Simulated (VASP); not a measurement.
A run of VASP 6.6.1 is set up as follows.

Contents of INCAR:

```
  ALGO = Normal
  EDIFF = 1E-6
  ENCUT = 520
  GGA = PE
  ISIF = 2
  ISMEAR = 0
  LASPH = T
  LCHARG = F
  LREAL = F
  LWAVE = F
  NBANDS = 36
  NELM = 60
  PREC = Accurate
  SIGMA = 0.1
```

KPOINTS

```
k-points
0
Gamma
  6 6 4
```

POSCAR

```
CoSiGe3
1.0
    5.3338377047      0.0000000000      0.0000000000
   -2.6669188523      4.6192389520      0.0000000000
    0.0000000000      0.0000000000      4.2878624989
Co Si Ge
1 1 3
Direct
    0.0000000000      0.0000000000      0.0000000000
    0.0000000000      0.0000000000      0.5000000000
    0.5000000000      0.0000000000      0.0000000000
    0.0000000000      0.5000000000      0.0000000000
    0.5000000000      0.5000000000      0.0000000000
```

Potentials or basis: VASP PAW PBE potentials, release 64 (Co, Si, Ge_d).

The run is started by

```sh
$ cat potpaw_PBE.64/Co/POTCAR potpaw_PBE.64/Si/POTCAR potpaw_PBE.64/Ge_d/POTCAR > POTCAR
$ mpirun -np 1 vasp_std > vasp.out
```

Problem. What does it give for the band gap on the k mesh?

Solution. Zero (an odd number of electrons rules out a gap without spin polarisation).

Problem. Estimate the pressure.

Solution. 0.1 GPa.

Stress tensor (GPa, compression positive):
```
0.06 0.00 0.00
0.00 0.06 0.00
0.00 0.00 0.16
```

Caveat: the k points lie up to 0.37 Å⁻¹ apart, too coarse for converged energies and pressures of a metal; the run has no spin polarisation, though such a crystal can be magnetic. Spin polarisation is off, so any magnetic state and its effect on volume and gap are missing.
